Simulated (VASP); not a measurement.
# Re (Im-3m) in VASP: notebook

The runs below take Re through single point, relaxation of cell and atoms, with PBEsol, r2SCAN.

All numbers are computed with VASP 6.6.1; they aren't measurements. Logs are shortened: lines on timing, memory, paths and dates and some standing lists are left out, and cuts for length are marked.

### 1 The cell of the first run

It takes space group Im-3m (No. 229, cubic). Conventional cell: a = 3.003 Å, b = 3.003 Å, c = 3.003 Å, α = 90.00°, β = 90.00°, γ = 90.00°. Within 3.4 Å of Re (site symmetry m-3m) lie 14 Re at 2.60 to 3.00 Å.

### 2 Single point, PBEsol

File INCAR:

```
SYSTEM = Re
ALGO     = Fast           ! electronic algorithm
EDIFF    = 1E-6           ! SCF threshold, eV
ENCUT    = 520            ! plane-wave cutoff, eV
GGA      = PS             ! functional
ISIF     = 2              ! what is computed and relaxed
ISMEAR   = 0              ! smearing method
LASPH    = .True.         ! aspherical terms in the spheres
LCHARG   = .False.        ! write CHGCAR
LREAL    = .False.        ! projectors in reciprocal space
LWAVE    = .False.        ! write WAVECAR
NBANDS   = 10             ! bands
NELM     = 60             ! most SCF steps
PREC     = Accurate       ! precision mode
SIGMA    = 0.1            ! smearing width, eV
```

File KPOINTS:

```
k-points
0
Gamma
  8 8 8
  0 0 0
```

File POSCAR:

```
Re
1.0
   -1.5013639100      1.5013639100      1.5013639100
    1.5013639100     -1.5013639100      1.5013639100
    1.5013639100      1.5013639100     -1.5013639100
Re
1
Direct
    0.0000000000      0.0000000000      0.0000000000
```

Potentials or basis: VASP PAW PBE potentials, release 64 (Re).

Launch:

```sh
$ cat potpaw_PBE.64/Re/POTCAR > POTCAR
$ mpirun -np 1 vasp_std > vasp.out
```

OUTCAR:

```text
SYSTEM = Re
   EDIFF = 1E-6
   ENCUT = 520
   GGA = PS
   ISIF = 2
   ISMEAR = 0
   LASPH = .True.
   LREAL = .False.
   NELM = 60
   PREC = Accurate

 ion  position               nearest neighbor table
   1  0.000  0.000  0.000-

  LATTYP: Found a body centered cubic cell.
 ALAT       =     3.0027278200

  Lattice vectors:

 A1 = (  -1.5013639100,   1.5013639100,   1.5013639100)
 A2 = (   1.5013639100,  -1.5013639100,   1.5013639100)
 A3 = (   1.5013639100,   1.5013639100,  -1.5013639100)

Analysis of symmetry for initial positions (statically):
=====================================================================
 Subroutine PRICEL returns:
 Original cell was already a primitive cell.

 Routine SETGRP: Setting up the symmetry group for a
 body centered cubic supercell.

 Subroutine GETGRP returns: Found 48 space group operations
 (whereof 48 operations were pure point group operations)
 out of a pool of 48 trial point group operations.

The static configuration has the point symmetry O_h .

Analysis of symmetry for dynamics (positions and initial velocities):
=====================================================================
 Subroutine PRICEL returns:
 Original cell was already a primitive cell.

 Routine SETGRP: Setting up the symmetry group for a
 body centered cubic supercell.

 Subroutine GETGRP returns: Found 48 space group operations
 (whereof 48 operations were pure point group operations)
 out of a pool of 48 trial point group operations.

The dynamic configuration has the point symmetry O_h .

 Subroutine INISYM returns: Found 48 space group operations
 (whereof 48 operations are pure point group operations),
 and found     1 'primitive' translations

----------------------------------------------------------------------------------------

                                     Primitive cell

  volume of cell :      13.5369

  direct lattice vectors                    reciprocal lattice vectors
    -1.501363910  1.501363910  1.501363910     0.000000000  0.333030518  0.333030518
     1.501363910 -1.501363910  1.501363910     0.333030518  0.000000000  0.333030518
     1.501363910  1.501363910 -1.501363910     0.333030518  0.333030518  0.000000000

  length of vectors
     2.600438573  2.600438573  2.600438573     0.470976275  0.470976275  0.470976275

  position of ions in fractional coordinates (direct lattice)
     0.000000000  0.000000000  0.000000000

  ion indices of the primitive-cell ions
   primitive index   ion index
                 1           1

----------------------------------------------------------------------------------------

 KPOINTS: k-points

Automatic generation of k-mesh.
 Grid dimensions read from file:
 generate k-points for:    8    8    8

 Generating k-lattice:

  Cartesian coordinates                     Fractional coordinates (reciprocal lattice)
     0.000000000  0.041628815  0.041628815     0.125000000  0.000000000  0.000000000
     0.041628815  0.000000000  0.041628815     0.000000000  0.125000000  0.000000000
     0.041628815  0.041628815  0.000000000     0.000000000  0.000000000  0.125000000

  Length of vectors
     0.058872034  0.058872034  0.058872034

  Shift w.r.t. Gamma in fractional coordinates (k-lattice)
     0.000000000  0.000000000  0.000000000

 Subroutine IBZKPT returns following result:
 ===========================================

 Found     29 irreducible k-points:

 Following reciprocal coordinates:
            Coordinates               Weight
  0.000000  0.000000  0.000000      1.000000
  0.125000  0.000000  0.000000     12.000000
  0.250000  0.000000  0.000000     12.000000
  0.375000  0.000000  0.000000     12.000000
  0.500000  0.000000  0.000000      6.000000
  0.125000  0.125000  0.000000     24.000000
[... 16 lines left out ...]
 -0.250000  0.250000  0.250000      6.000000
 -0.375000  0.375000  0.250000     24.000000
 [... further k-points ...]
   k-points           NKPTS =     29   k-points in BZ     NKDIM =     29   number of bands    NBANDS=     10
[... 44 lines left out ...]

 val. band max:        9.7058264272   @ k =  -0.2500   0.2500   0.2500
 cond. band min:       9.8312313680   @ k =   0.2500   0.1250   0.0000
 fundamental gap:      0.1254049408
 Fermi energy:         9.7579179268

 k-point     1 :       0.0000    0.0000    0.0000
  band No.  band energies     occupation
      1      -1.6860      2.00000
      2       6.7749      2.00000
      3       6.7749      2.00000
      4       6.7749      2.00000
      5      10.6234      0.00000
      6      10.6234      0.00000
      7      25.5225      0.00000
      8      25.5225      0.00000
      9      25.5225      0.00000
     10      38.9368      0.00000

 k-point     2 :       0.1250    0.0000    0.0000
  band No.  band energies     occupation
      1      -0.8677      2.00000
      2       6.3110      2.00000
      3       6.6511      2.00000
      4       7.6036      2.00000
      5      10.0468      0.00004
      6      10.6537      0.00000
      7      26.1057      0.00000
      8      26.9170      0.00000
      9      27.2440      0.00000
     10      34.7966      0.00000

 k-point     3 :       0.2500    0.0000    0.0000
  band No.  band energies     occupation
      1       0.9256      2.00000
      2       5.3395      2.00000
      3       6.3303      2.00000
      4       9.9281      0.01608
      5       9.9580      0.00465
      6      10.8606      0.00000
      7      25.6300      0.00000
      8      27.5010      0.00000
      9      30.6144      0.00000
     10      33.5006      0.00000

 k-point     4 :       0.3750    0.0000    0.0000
  band No.  band energies     occupation
      1       1.6077      2.00000
      2       4.5156      2.00000
      3       7.8791      2.00000
      4      10.6020      0.00000
      5      11.3000      0.00000
      6      13.1047      0.00000
      7      23.1186      0.00000
      8      23.4836      0.00000
      9      31.0592      0.00000
     10      35.6907      0.00000
[... 222 lines left out ...]
 k-point    22 :       0.2500    0.2500    0.2500
  band No.  band energies     occupation
      1       5.1728      2.00000
      2       5.1728      2.00000
      3       5.1728      2.00000
      4      11.7595      0.00000
      5      11.7595      0.00000
      6      16.7450      0.00000
      7      22.4085      0.00000
      8      22.4085      0.00000
      9      22.4085      0.00000
     10      37.9101      0.00000

 k-point    23 :      -0.2500    0.2500    0.2500
  band No.  band energies     occupation
      1       3.1024      2.00000
      2       5.0886      2.00000
      3       7.7058      2.00000
      4       7.7058      2.00000
      5       9.7058      1.53869
      6      12.2726      0.00000
      7      25.2476      0.00000
      8      30.7535      0.00000
      9      30.7535      0.00000
     10      31.2443      0.00000

 k-point    24 :      -0.3750    0.3750    0.2500
  band No.  band energies     occupation
      1       3.4118      2.00000
      2       4.1225      2.00000
      3       7.7018      2.00000
      4       8.6526      2.00000
      5      12.3833      0.00000
      6      13.6615      0.00000
      7      24.2112      0.00000
      8      27.0847      0.00000
      9      28.3470      0.00000
     10      32.2809      0.00000

 [... further k-points ...]
[... 5 lines left out ...]
  --------------------------------------------------------------------------------------
  -------------------------------------------------------------------------------------
  Total        3.1770335      3.1770335      3.1770335      0.0000000     -0.0000000      0.0000000
  in kB      376.0230542    376.0230542    376.0230542      0.0000000     -0.0000000      0.0000000
  external PRESSURE =     376.0230542 kB  Pullay stress =       0.0000000 kB

 VOLUME and BASIS-vectors are now :
 -----------------------------------------------------------------------------
  energy-cutoff  :      520.00
  volume of cell :       13.54
      direct lattice vectors                 reciprocal lattice vectors
    -1.501363910  1.501363910  1.501363910     0.000000000  0.333030518  0.333030518
     1.501363910 -1.501363910  1.501363910     0.333030518  0.000000000  0.333030518
     1.501363910  1.501363910 -1.501363910     0.333030518  0.333030518  0.000000000

 POSITION                                       TOTAL-FORCE (eV/Angst)
 -----------------------------------------------------------------------------------
      0.00000      0.00000      0.00000        -0.000000     -0.000000      0.000000
 -----------------------------------------------------------------------------------
    total drift:                               -0.000000     -0.000000      0.000000

  FREE ENERGIE OF THE ION-ELECTRON SYSTEM (eV)
  ---------------------------------------------------
  free  energy   TOTEN  =       -12.9306428059 eV

  energy  without entropy=      -12.9259031716  energy(sigma->0) =      -12.92827299
```

It took 3.1 s on 1 thread of AMD EPYC 9R45 (Zen 5), shared host; peak memory 0.09 GiB.

Results:

```yaml
Free_energy: -12.9306 eV
Pressure: 37.6 GPa
```

Caveat: the k points lie up to 0.37 Å⁻¹ apart; the PAW data sets were made with another functional, which shifts forces and pressure a little; spin-orbit coupling is left out, which moves the levels of the heavy elements.

### 3 Single point, PBEsol

This run uses another cell than the first one, of 14.66 Å³/atom, 1.083 times its volume.

File INCAR:

```
SYSTEM = Re
PREC     = Accurate       ! precision mode
ENCUT    = 520            ! plane-wave cutoff, eV
EDIFF    = 1E-6           ! SCF threshold, eV
ISMEAR   = 0              ! smearing method
SIGMA    = 0.1            ! smearing width, eV
LREAL    = .FALSE.        ! projectors in reciprocal space
LASPH    = .TRUE.         ! aspherical terms in the spheres
NELM     = 60             ! most SCF steps
ALGO     = Normal         ! electronic algorithm
ISIF     = 2              ! what is computed and relaxed
LWAVE    = .FALSE.        ! write WAVECAR
LCHARG   = .TRUE.         ! write CHGCAR
GGA      = PS             ! functional
LELF     = .TRUE.         ! ELF
LVHAR    = .TRUE.       
NBANDS   = 10             ! bands
```

File KPOINTS:

```
regular mesh
0
G
  10 10 10
  0 0 0
```

File POSCAR:

```
Re
1.0
   -1.5418815675      1.5418815675      1.5418815675
    1.5418815675     -1.5418815675      1.5418815675
    1.5418815675      1.5418815675     -1.5418815675
Re
1
Direct
    0.0000000000      0.0000000000      0.0000000000
```

Potentials or basis: VASP PAW PBE potentials, release 64 (Re).

Launch:

```sh
$ cat potpaw_PBE.64/Re/POTCAR > POTCAR
$ mpirun -np 1 vasp_std > vasp.out
```

Wall time 4 s (1 thread of AMD EPYC 9R45 (Zen 5), shared host); peak memory 0.1 GiB.

The run converged. Its results:

* Free energy: -13.0457 eV
* Pressure: 0.4 GPa

Levels at points of the mesh, in eV from the Fermi level:
| k point | band 1 | band 2 | band 3 | band 4 | band 5 | band 6 | band 7 | band 8 |
| --- | --- | --- | --- | --- | --- | --- | --- | --- |
| (0.00, 0.00, 0.00) | -10.79 | -2.68 | -2.68 | -2.68 | 0.81 | 0.81 | 15.66 | 15.66 |
| (0.50, 0.00, 0.00) | -7.53 | -4.97 | 0.04 | 0.70 | 1.60 | 4.62 | 10.18 | 12.06 |
| (0.50, 0.50, 0.50) | -7.16 | -7.16 | 3.67 | 3.67 | 3.67 | 8.07 | 8.07 | 8.07 |

Caveat: the PAW data sets were made with another functional, which shifts forces and pressure a little; spin-orbit coupling is left out, which moves the levels of the heavy elements.

### 4 Relaxation of cell and atoms, PBEsol

File INCAR:

```
ALGO     = Fast           # electronic algorithm
EDIFF    = 1E-7           # SCF threshold, eV
EDIFFG   = -0.05          # ionic threshold
ENCUT    = 600            # plane-wave cutoff, eV
GGA      = PS             # functional
IBRION   = 2              # ionic algorithm
ISIF     = 3              # what is computed and relaxed
ISMEAR   = 0              # smearing method
LASPH    = T              # aspherical terms in the spheres
LCHARG   = F              # write CHGCAR
LREAL    = F              # projectors in reciprocal space
LWAVE    = F              # write WAVECAR
NELM     = 80             # most SCF steps
NSW      = 100            # ionic steps
PREC     = Accurate       # precision mode
SIGMA    = 0.1            # smearing width, eV
```

File KPOINTS:

```
k-points
0
Gamma
  10 10 10
```

File POSCAR:

```
Re
1.0
   -1.5013639100      1.5013639100      1.5013639100
    1.5013639100     -1.5013639100      1.5013639100
    1.5013639100      1.5013639100     -1.5013639100
Re
1
Direct
    0.0000000000      0.0000000000      0.0000000000
```

Launch:

```sh
$ cat potpaw_PBE.64/Re/POTCAR > POTCAR
$ mpirun -np 1 vasp_std > vasp.out
```

It took 20 s on 1 thread of AMD EPYC 9R45 (Zen 5), shared host; peak memory 0.12 GiB.

Results (log left out):

```yaml
Free_energy: -13.0459 eV
Relaxed_volume: 14.68 Å³/atom
Relaxed_cell: a = 2.672 Å, b = 2.672 Å, c = 2.672 Å, α = 109.47°, β = 109.47°, γ = 109.47°
Space_group_after_relaxing_to_0.05_Å: Im-3m (No. 229)
Energy_gained_by_relaxing: 125.3 meV/atom
Ionic_steps: 5
Pressure_after_relaxing: 0.1 GPa
```

Step by step:
| step | energy change (eV) | largest force (eV/Å) | pressure (GPa) | volume (Å³) |
| --- | --- | --- | --- | --- |
| 1 | 0.0000 | 0.0000 | 37.87 | 13.54 |
| 2 | 1.4788 | 0.0000 | -59.45 | 20.82 |
| 3 | -0.1219 | 0.0000 | -5.26 | 14.89 |
| 4 | -0.1253 | 0.0000 | -0.58 | 14.70 |
| 5 | -0.1253 | 0.0000 | 0.05 | 14.68 |

Final structure:
```yaml
crystal:
  lattice:
    - [-1.54246, 1.54246, 1.54246]
    - [1.54246, -1.54246, 1.54246]
    - [1.54246, 1.54246, -1.54246]
  atoms:
    - { symbol: Re, position: [0.00000, 0.00000, 0.00000] }
```

Levels at points of the mesh, in eV from the Fermi level:
```csv
k point,band 1,band 2,band 3,band 4,band 5,band 6,band 7
"(0.00, 0.00, 0.00)",-10.78,-2.67,-2.67,-2.67,0.81,0.81,15.65
"(0.50, 0.00, 0.00)",-7.52,-4.96,0.03,0.70,1.60,4.62,10.16
"(0.50, 0.50, 0.50)",-7.15,-7.15,3.66,3.66,3.66,8.07,8.07
```

Caveat: the PAW data sets were made with another functional, which shifts forces and pressure a little; spin-orbit coupling is left out, which moves the levels of the heavy elements.

### 5 Single point, PBEsol

This run uses another cell than the first one, of 14.68 Å³/atom, 1.084 times its volume.

File INCAR:

```
PREC     = Accurate       # precision mode
ENCUT    = 520            # plane-wave cutoff, eV
EDIFF    = 1E-7           # SCF threshold, eV
ISMEAR   = 0              # smearing method
SIGMA    = 0.1            # smearing width, eV
LREAL    = F              # projectors in reciprocal space
LASPH    = T              # aspherical terms in the spheres
NELM     = 60             # most SCF steps
ALGO     = Normal         # electronic algorithm
ISIF     = 2              # what is computed and relaxed
LWAVE    = F              # write WAVECAR
LCHARG   = F              # write CHGCAR
GGA      = PS             # functional
NBANDS   = 10             # bands
```

File KPOINTS:

```
Automatic mesh
0
Gamma
  20 20 20
```

File POSCAR:

```
Re
1.0
   -1.5425089010      1.5425089010      1.5425089010
    1.5425089010     -1.5425089010      1.5425089010
    1.5425089010      1.5425089010     -1.5425089010
Re
1
Direct
    0.0000000000      0.0000000000      0.0000000000
```

Launch:

```sh
$ cat potpaw_PBE.64/Re/POTCAR > POTCAR
$ mpirun -np 1 vasp_std > vasp.out
```

It took 17 s on 1 thread of AMD EPYC 9R45 (Zen 5), shared host; peak memory 0.13 GiB.

The run converged. Its results:

```
Free energy : -13.0479 eV
Pressure    : 0.0 GPa
```

Levels at points of the mesh, in eV from the Fermi level:
```csv
k point,band 1,band 2,band 3,band 4,band 5,band 6,band 7
"(0.00, 0.00, 0.00)",-10.84,-2.73,-2.73,-2.73,0.75,0.75,15.59
"(0.50, 0.00, 0.00)",-7.58,-5.02,-0.03,0.64,1.54,4.56,10.10
"(0.50, 0.50, 0.50)",-7.21,-7.21,3.61,3.61,3.61,8.01,8.01
```

Caveat: the PAW data sets were made with another functional, which shifts forces and pressure a little; spin-orbit coupling is left out, which moves the levels of the heavy elements.

### 6 Single point, r2SCAN

This run uses another cell than the first one, of 14.68 Å³/atom, 1.084 times its volume.

POSCAR is that of step 5.

File INCAR.step1:

```
PREC = Accurate ; ENCUT = 520
ISMEAR = 0 ; SIGMA = 0.1
LREAL = False ; LASPH = True
NELM = 100 ; NBANDS = 10
GGA = PE ; ALGO = Normal
EDIFF = 1E-4 ; LWAVE = True
LCHARG = False
```

File INCAR.step2:

```
PREC = Accurate ; ENCUT = 520
EDIFF = 1E-7 ; ISMEAR = 0
SIGMA = 0.1 ; LREAL = False
LASPH = True ; NELM = 100
ALGO = Normal ; ISIF = 2
LWAVE = False ; LCHARG = False
METAGGA = R2SCAN ; LMIXTAU = True
NBANDS = 10 ; ISTART = 1
```

File KPOINTS:

```
regular mesh
0
Gamma
  20 20 20
```

Potentials or basis: VASP PAW PBE potentials, release 64 (Re).

Launch:

```sh
$ cat potpaw_PBE.64/Re/POTCAR > POTCAR
$ cp INCAR.step1 INCAR
$ mpirun -np 1 vasp_std > vasp.out
$ cp INCAR.step2 INCAR
$ mpirun -np 1 vasp_std > vasp.out
```

Wall time 86 s (1 thread of AMD EPYC 9R45 (Zen 5), shared host); peak memory 0.13 GiB.

It converged, with:

```yaml
Free_energy: -52.1812 eV
Pressure: 4.1 GPa
```

Levels at points of the mesh, in eV from the Fermi level:
| k point | band 1 | band 2 | band 3 | band 4 | band 5 | band 6 |
| --- | --- | --- | --- | --- | --- | --- |
| (0.00, 0.00, 0.00) | -11.39 | -2.95 | -2.95 | -2.95 | 0.90 | 0.90 |
| (0.50, 0.00, 0.00) | -7.96 | -5.34 | -0.19 | 0.73 | 1.70 | 4.55 |
| (0.50, 0.50, 0.50) | -7.49 | -7.49 | 3.59 | 3.59 | 3.59 | 8.29 |

Caveat: the PAW data sets were made with another functional, which shifts forces and pressure a little; spin-orbit coupling is left out, which moves the levels of the heavy elements.

### 7 Summary

```tsv
task	level	cell	k mesh	cutoff (eV)	gap on the mesh (eV)	pressure (GPa)
single point	PBEsol	a = 2.600 Å, angles 109.5°, 1 atom	8 × 8 × 8	520	none	37.6
single point	PBEsol	a = 2.671 Å, angles 109.5°, 1 atom	10 × 10 × 10	520	none	0.4
relaxation of cell and atoms	PBEsol	relaxed from a = 2.600 Å, angles 109.5°, 1 atom	10 × 10 × 10	600	none	0.1
single point	PBEsol	a = 2.672 Å, angles 109.5°, 1 atom	20 × 20 × 20	520	none	0.0
single point	r2SCAN	a = 2.672 Å, angles 109.5°, 1 atom	20 × 20 × 20	520	none	4.1
```

Alike in all rows: potentials or basis VASP PAW PBE potentials, release 64 (Re); no spin polarisation; smearing gaussian 0.1 eV.

Caveats: some runs use coarse meshes; the PAW data sets were made with another functional, which shifts forces and pressure a little; spin-orbit coupling is left out, which moves the levels of the heavy elements.

Total energies depend on the potentials used, so only differences within one code and one set of settings carry meaning.
